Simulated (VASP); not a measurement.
# BN (Cmmm) in VASP: notebook

Runs on BN. Level: PBE. Tasks: relaxation of cell and atoms, single point.

Program: VASP 6.6.1. These are calculated values, not measurements. Logs are shortened: lines on timing, memory, paths and dates and some standing lists are left out, and cuts for length are marked.

### Step 1. The cell of the first run

Symmetry: Cmmm, No. 65, orthorhombic system. Conventional cell: a = 2.273 Å, b = 7.145 Å, c = 2.281 Å, α = 90.00°, β = 90.00°, γ = 90.00°. Within 2.1 Å of B (site symmetry mmm) lie 4 N at 1.61 Å. N (site symmetry mmm) has 4 B at 1.61 Å within 2.1 Å.

The cell was generated, and may not be a known phase.

### Step 2. Relaxation of cell and atoms, PBE

Contents of INCAR:

```
PREC = Accurate
ENCUT = 600
EDIFF = 1E-6
ISMEAR = 0
SIGMA = 0.1
LREAL = False
LASPH = True
NELM = 80
ALGO = Normal
ISIF = 3
LWAVE = False
LCHARG = False
GGA = PE
IBRION = 2
NSW = 100
EDIFFG = -0.01
```

Contents of KPOINTS:

```
Automatic mesh
0
Gamma
  26 26 24
```

Contents of POSCAR:

```
BN
1.0
    1.1362566840     -3.5725876694      0.0000000000
    1.1362566840      3.5725876694      0.0000000000
    0.0000000000      0.0000000000      2.2814890925
B N
1 1
Direct
    0.0000000000      0.0000000000      0.0000000000
    0.5000000000      0.5000000000      0.5000000000
```

Potentials or basis: VASP PAW PBE potentials, release 64 (B, N).

Started as:

```console
$ cat potpaw_PBE.64/B/POTCAR potpaw_PBE.64/N/POTCAR > POTCAR
$ mpirun -np 1 vasp_std > vasp.out
```

OUTCAR:

```text
PREC = Accurate
   ENCUT = 600
   EDIFF = 1E-6
   ISMEAR = 0
   LREAL = False
   LASPH = True
   NELM = 80
   ISIF = 3
   GGA = PE
   IBRION = 2
   NSW = 100
   EDIFFG = -0.01

 ion  position               nearest neighbor table
   1  0.000  0.000  0.000-   2 1.61   2 1.61   2 1.61   2 1.61
   2  0.500  0.500  0.500-   1 1.61   1 1.61   1 1.61   1 1.61

  LATTYP: Found a base centered orthorhombic cell.
 ALAT       =     2.2725133680
 B/A-ratio  =     3.1441730726
 C/A-ratio  =     1.0039496905

  Lattice vectors:

 A1 = (   1.1362566840,  -3.5725876694,   0.0000000000)
 A2 = (   1.1362566840,   3.5725876694,   0.0000000000)
 A3 = (   0.0000000000,   0.0000000000,   2.2814890925)

Analysis of symmetry for initial positions (statically):
=====================================================================
 Subroutine PRICEL returns:
 Original cell was already a primitive cell.

 Routine SETGRP: Setting up the symmetry group for a
 base centered orthorhombic supercell.

 Subroutine GETGRP returns: Found  8 space group operations
 (whereof  8 operations were pure point group operations)
 out of a pool of  8 trial point group operations.

The static configuration has the point symmetry D_2h.

Analysis of symmetry for dynamics (positions and initial velocities):
=====================================================================
 Subroutine PRICEL returns:
 Original cell was already a primitive cell.

 Routine SETGRP: Setting up the symmetry group for a
 base centered orthorhombic supercell.

 Subroutine GETGRP returns: Found  8 space group operations
 (whereof  8 operations were pure point group operations)
 out of a pool of  8 trial point group operations.

The dynamic configuration has the point symmetry D_2h.

 Subroutine INISYM returns: Found  8 space group operations
 (whereof  8 operations are pure point group operations),
 and found     1 'primitive' translations

----------------------------------------------------------------------------------------

                                     Primitive cell

  volume of cell :      18.5228

  direct lattice vectors                    reciprocal lattice vectors
     1.136256684 -3.572587669  0.000000000     0.440041416 -0.139954578  0.000000000
     1.136256684  3.572587669  0.000000000     0.440041416  0.139954578  0.000000000
     0.000000000  0.000000000  2.281489093     0.000000000  0.000000000  0.438310226

  length of vectors
     3.748928101  3.748928101  2.281489093     0.461761553  0.461761553  0.438310226

  position of ions in fractional coordinates (direct lattice)
     0.000000000  0.000000000  0.000000000
     0.500000000  0.500000000  0.500000000

  ion indices of the primitive-cell ions
   primitive index   ion index
                 1           1
                 2           2

----------------------------------------------------------------------------------------

 KPOINTS: Automatic mesh

Automatic generation of k-mesh.
 Grid dimensions read from file:
 generate k-points for:   26   26   24

 Generating k-lattice:

  Cartesian coordinates                     Fractional coordinates (reciprocal lattice)
     0.016924670 -0.005382868  0.000000000     0.038461538  0.000000000  0.000000000
     0.016924670  0.005382868  0.000000000     0.000000000  0.038461538  0.000000000
     0.000000000  0.000000000  0.018262926     0.000000000  0.000000000  0.041666667

  Length of vectors
     0.017760060  0.017760060  0.018262926

  Shift w.r.t. Gamma in fractional coordinates (k-lattice)
     0.000000000  0.000000000  0.000000000

 Subroutine IBZKPT returns following result:
 ===========================================

 Found   2379 irreducible k-points:

 Following reciprocal coordinates:
            Coordinates               Weight
  0.000000  0.000000  0.000000      1.000000
  0.038462  0.000000  0.000000      4.000000
  0.076923  0.000000  0.000000      4.000000
  0.115385  0.000000  0.000000      4.000000
  0.153846  0.000000  0.000000      4.000000
  0.192308  0.000000  0.000000      4.000000
[... 16 lines left out ...]
  0.346154  0.038462  0.000000      4.000000
  0.384615  0.038462  0.000000      4.000000
 [... further k-points ...]
   k-points           NKPTS =   2379   k-points in BZ     NKDIM =   2379   number of bands    NBANDS=      8
   number of dos      NEDOS =    301   number of ions     NIONS =      2
   total plane-waves  NPLWV =  16200
   dimension x,y,z NGX =    30 NGY =   30 NGZ =   18
   dimension x,y,z NGXF=    60 NGYF=   60 NGZF=   36
   ions per type =               1   1
   NGX,Y,Z   is equivalent  to a cutoff of  13.30, 13.30, 13.12 a.u.
   NGXF,Y,Z  is equivalent  to a cutoff of  26.61, 26.61, 26.23 a.u.
 SYSTEM =  unknown system
   PREC   = accura    normal or accurate (medium, high low for compatibility)
   ISTART =      0    job   : 0-new  1-cont  2-samecut
   ICHARG =      2    charge: 1-file 2-atom 10-const
   ISPIN  =      1    spin polarized calculation?
   LNONCOLLINEAR =      F non collinear calculations
   LSORBIT =      F    spin-orbit coupling
   LASPH  =      T    aspherical Exc in radial PAW
   ENCUT  =  600.0 eV  44.10 Ry    6.64 a.u.   7.49  7.49  4.56*2*pi/ulx,y,z
   NELM   =     80;   NELMIN=  2; NELMDL= -5     # of ELM steps
   EDIFF  = 0.1E-05   stopping-criterion for ELM
   LREAL  =      F    real-space projection
   EDIFFG = -.1E-01   stopping-criterion for IOM
   NSW    =    100    number of steps for IOM
   IBRION =      2    ionic relax: 0-MD 1-quasi-New 2-CG
   NFREE  =      1    steps in history (QN), initial steepest desc. (CG)
   ISIF   =      3    stress and relaxation
   ISYM   =      2    0-nonsym 1-usesym 2-fastsym
   POTIM  = 0.5000    time-step for ionic-motion
   TEBEG  =    0.0;   TEEND  =   0.0 temperature during run
   PSTRESS=    0.0 pullay stress
   NELECT =       8.0000    total number of electrons
   NUPDOWN=      -1.0000    fix difference up-down
   EMIN   =  10.00;   EMAX   =-10.00  energy-range for DOS
   EFERMI =   0.00;   METHOD = LEGACY
   ISMEAR =     0;   SIGMA  =   0.10  broadening in eV -4-tet -1-fermi 0-gaus
   EFERMI_NEDOS =   21; number of points for ismear=-14 and -15
   IALGO  =     38    algorithm
   IMIX   =      4    mixing-type and parameters
     AMIX     =   0.40;   BMIX     =  1.00
     AMIX_MAG =   1.60;   BMIX_MAG =  1.00
  volume/ion in A,a.u.               =       9.26        62.50
  Fermi-wavevector in a.u.,A,eV,Ry     =   1.237473  2.338484 20.835123  1.531338
  Thomas-Fermi vector in A             =   2.372038
   LORBIT       =      0    0 simple, 1 ext, 2 COOP (PROOUT), +10 PAW based schemes
   GGA     = PE    functional components
   LHFCALC =     F    Hartree Fock is set to
   AEXX    =    0.0000 exact exchange contribution
   IVDW    =     0    specifies the selected vdW correction
   LEPSILON=     F    determine dielectric tensor
   LRPA    =     F    only Hartree local field effects (RPA)
 conjugate gradient relaxation of ions
 non-spin polarized calculation
 Gauss-broadening in eV      SIGMA  =   0.10
  energy-cutoff  :      600.00
  volume of cell :       18.52
 maximum number of plane-waves:       638
 NGX is ok and might be reduce to    30
   NGX = 15   NGY = 15   NGZ =  9

--------------------------------------- Ionic step        1  -------------------------------------------

 number of electron       8.0000001 magnetization

 Free energy of the ion-electron system (eV)
  ---------------------------------------------------
  ext. energy  EPLUGINS =         0.00000000
  ---------------------------------------------------
  free energy    TOTEN  =       -13.75642055 eV

  energy without entropy =      -13.75448808  energy(sigma->0) =      -13.75545432

 E-fermi :   4.4734     XC(G=0): -10.0178

 val. band max:        4.4729994276   @ k =  -0.1154   0.1154   0.4167
 cond. band min:       4.4742523697   @ k =  -0.0769   0.0769   0.4167
 fundamental gap:      0.0012529421
 Fermi energy:         4.4734401055

 k-point     1 :       0.0000    0.0000    0.0000
  band No.  band energies     occupation
      1     -15.9177      2.00000
      2      -2.2599      2.00000
      3       1.0987      2.00000
      4       1.2604      2.00000
      5       6.7387      0.00000
      6      13.3002      0.00000
      7      14.1759      0.00000
      8      18.4730      0.00000
[... 620 lines left out ...]
 k-point    24 :       0.3846    0.0385    0.0000
  band No.  band energies     occupation
      1     -13.4178      2.00000
      2      -7.3612      2.00000
      3       0.7547      2.00000
      4       4.0555      0.97772
      5       5.1920      0.00000
      6      11.7922      0.00000
      7      11.8118      0.00000
      8      14.7689      0.00000

 [... further k-points ...]

[... ionic steps 4 to 14 ...]

--------------------------------------- Ionic step       15  -------------------------------------------

 number of electron       8.0000000 magnetization

------------------------ aborting loop because EDIFF is reached ----------------------------------------

  FORCE on cell =-STRESS in cart. coord.  units (eV):
  Direction    XX          YY          ZZ          XY          YZ          ZX
  --------------------------------------------------------------------------------------
  -------------------------------------------------------------------------------------
  Total        0.0221337      0.0043196     -0.0829280      0.0000000      0.0000000      0.0000000
  in kB        1.7166879      0.3350305     -6.4318786      0.0000000      0.0000000      0.0000000
  external PRESSURE =      -1.4600534 kB  Pullay stress =       0.0000000 kB
[... 57 lines left out ...]
  energy  without entropy=      -13.7601753357  energy(sigma->0) =      -13.76114338

--------------------------------------- Ionic step       17  -------------------------------------------

 number of electron       8.0000000 magnetization

 Free energy of the ion-electron system (eV)
  ---------------------------------------------------
  ext. energy  EPLUGINS =         0.00000000
  ---------------------------------------------------
  free energy    TOTEN  =       -13.76213951 eV

  energy without entropy =      -13.76020609  energy(sigma->0) =      -13.76117280

 E-fermi :   3.6179     XC(G=0):  -9.2539

 val. band max:        3.6174456668   @ k =  -0.3846   0.3846   0.5000
 cond. band min:       3.6196726990   @ k =   0.4231   0.1538   0.4583
 fundamental gap:      0.0022270321
 Fermi energy:         3.6178726396

 k-point     1 :       0.0000    0.0000    0.0000
  band No.  band energies     occupation
      1     -16.6837      2.00000
      2      -3.4814      2.00000
      3       0.3136      2.00000
      4       0.3220      2.00000
      5       5.6147      0.00000
      6      12.2012      0.00000
      7      12.8321      0.00000
      8      17.5724      0.00000
[... 282 lines left out ...]
  FREE ENERGIE OF THE ION-ELECTRON SYSTEM (eV)
  ---------------------------------------------------
  free  energy   TOTEN  =       -13.7621395104 eV

  energy  without entropy=      -13.7602060863  energy(sigma->0) =      -13.76117280

 reached required accuracy - stopping structural energy minimisation
```

It took 1.5 h on 1 thread of Intel Xeon 8259CL, shared host; peak memory 0.55 GiB.

What came out:

| Item | Value |
| --- | --- |
| Free energy | -13.7621 eV |
| Relaxed volume | 10.37 Å³/atom |
| Relaxed cell | a = 4.147 Å, b = 4.147 Å, c = 2.281 Å, α = 90.00°, β = 90.00°, γ = 148.07° |
| Space group after relaxing (to 0.1 Å) | Cmmm (No. 65) |
| Energy gained by relaxing | 2.9 meV/atom |
| Ionic steps | 17 |
| Pressure after relaxing | 0.0 GPa |
| Band gap on the k mesh | zero (bands 4 and 5 overlap by 0.78 eV) |

Step by step:
```csv
step,energy change (eV),largest force (eV/Å),pressure (GPa),volume (Å³)
1,0.0000,0.0000,0.92,18.52
2,-0.0001,0.0000,-0.53,18.67
3,-0.0005,0.0000,0.15,18.60
4,-0.0008,0.0000,0.27,18.64
5,-0.0014,0.0000,0.67,18.77
6,-0.0020,0.0000,1.45,19.02
7,-0.0021,0.0000,1.42,19.03
8,-0.0023,0.0000,1.35,19.06
9,-0.0026,0.0000,1.22,19.14
10,-0.0033,0.0000,0.96,19.29
11,-0.0043,0.0000,0.45,19.58
12,-0.0052,0.0000,-0.56,20.17
13,-0.0052,0.0000,-0.69,20.25
14,-0.0055,0.0000,-0.44,20.43
15,-0.0057,0.0000,-0.15,20.66
16,-0.0057,0.0000,-0.01,20.76
17,-0.0057,0.0000,-0.01,20.75
```

Final structure:
```
B N
1.0
     1.14060   -3.98711    0.00000
     1.14060    3.98711    0.00000
     0.00000    0.00000    2.28120
B N
1 1
Cartesian
  0.0000 0.0000 0.0000
  1.1406 0.0000 1.1406
```

Caveat: semilocal functionals underestimate gaps, and a narrow one can read as zero.

### Step 3. Single point, PBE

This run uses another cell than the first one, of 9.51 Å³/atom.

Contents of INCAR:

```
SYSTEM = BN
ALGO     = Normal         ! electronic algorithm
EDIFF    = 1E-6           ! SCF threshold, eV
ENCUT    = 520            ! plane-wave cutoff, eV
GGA      = PE             ! functional
ISIF     = 2              ! what is computed and relaxed
ISMEAR   = 0              ! smearing method
LASPH    = .True.         ! aspherical terms in the spheres
LCHARG   = .False.        ! write CHGCAR
LREAL    = .False.        ! projectors in reciprocal space
LWAVE    = .False.        ! write WAVECAR
NBANDS   = 11             ! bands
NELM     = 60             ! most SCF steps
PREC     = Accurate       ! precision mode
SIGMA    = 0.1            ! smearing width, eV
```

Contents of KPOINTS:

```
k-points
0
Gamma
  8 8 6
  0 0 0
```

Contents of POSCAR:

```
BN
1.0
    1.6349666400     -1.7278774100      0.0000000000
    1.6349666400      1.7278774100      0.0000000000
    0.0000000000      0.0000000000      3.3648703100
B N
1 1
Direct
    0.0000000000      0.0000000000      0.0000000000
    0.5000000000      0.5000000000      0.5000000000
```

Potentials or basis: VASP PAW PBE potentials, release 64 (B, N).

Started as:

```console
$ cat potpaw_PBE.64/B/POTCAR potpaw_PBE.64/N/POTCAR > POTCAR
$ mpirun -np 1 vasp_std > vasp.out
```

It took 23 s on 1 thread of Intel Xeon 8259CL, shared host; peak memory 0.13 GiB.

The run converged. Its results:

```
Free energy            : -8.5308 eV
Pressure               : -32.2 GPa
Band gap on the k mesh : zero (bands 4 and 5 overlap by 3.08 eV)
```

Stress tensor (GPa, compression positive):
```
-32.84   0.00   0.00
  0.00 -26.07   0.00
  0.00   0.00 -37.67
```

Levels at points of the mesh, in eV from the Fermi level:
```
           k point  band 2  band 3  band 4  band 5  band 6  band 7
(0.00, 0.00, 0.00)   -5.29   -5.00    0.57    0.91    6.60    8.08
(0.50, 0.00, 0.00)   -8.10   -1.75   -1.21    0.85    1.82    2.42
(0.50, 0.50, 0.00)   -5.30   -4.69   -0.39   -0.24    2.09    2.72
(0.00, 0.00, 0.50)  -10.65    1.03    1.28    2.58    3.28    6.95
(0.50, 0.00, 0.50)   -6.44   -6.23   -4.27    1.86    3.89    6.37
(0.50, 0.50, 0.50)   -3.77   -3.28   -1.82   -1.14   -0.33    1.25
```

Caveat: the stress differs along the axes, from -38 to -26 GPa.

### Step 4. Single point, PBE

Contents of INCAR:

```
SYSTEM = BN
PREC = Accurate ; ENCUT = 520
EDIFF = 1E-7 ; ISMEAR = 0
SIGMA = 0.1 ; LREAL = .FALSE.
LASPH = .TRUE. ; NELM = 100
ALGO = Normal ; ISIF = 2
LWAVE = .FALSE. ; LCHARG = .FALSE.
GGA = PE ; NBANDS = 11
```

Contents of KPOINTS:

```
Automatic mesh
0
G
  8 8 6
  0 0 0
```

Contents of POSCAR:

```
BN
1.0
    1.1362566840     -3.5725876694      0.0000000000
    1.1362566840      3.5725876694      0.0000000000
    0.0000000000      0.0000000000      2.2814890925
B N
1 1
Direct
    0.0000000000      0.0000000000      0.0000000000
    0.5000000000      0.5000000000      0.5000000000
```

Started as:

```console
$ cat potpaw_PBE.64/B/POTCAR potpaw_PBE.64/N/POTCAR > POTCAR
$ mpirun -np 1 vasp_std > vasp.out
```

Run time: 30 s. Hardware: 1 thread of Intel Xeon 8259CL, shared host; peak memory 0.14 GiB.

It converged, with:

* Free energy: -13.7668 eV
* Pressure: 0.1 GPa
* Band gap on the k mesh: zero (bands 4 and 5 overlap by 0.77 eV)

Levels at points of the mesh, in eV from the Fermi level:
```csv
k point,band 2,band 3,band 4,band 5,band 6,band 7
"(0.00, 0.00, 0.00)",-6.94,-3.61,-3.45,2.08,8.62,9.49
"(0.50, 0.00, 0.00)",-12.20,-2.93,0.10,0.18,6.88,9.27
"(0.50, 0.50, 0.00)",-8.49,-3.59,-3.48,6.70,7.39,11.37
"(0.00, 0.00, 0.50)",-12.32,-2.47,0.19,1.15,7.01,7.77
"(0.50, 0.00, 0.50)",-10.72,-10.72,-0.68,-0.58,3.86,11.88
"(0.50, 0.50, 0.50)",-12.15,-3.40,-0.69,0.17,6.96,10.52
```

Caveat: the k points lie up to 0.46 Å⁻¹ apart, too coarse for converged energies and pressures of a metal; semilocal functionals underestimate gaps, and a narrow one can read as zero.

[end of part 1 of 2]

The gap in the log of VASP goes by the Fermi energy; the results here count the filled bands.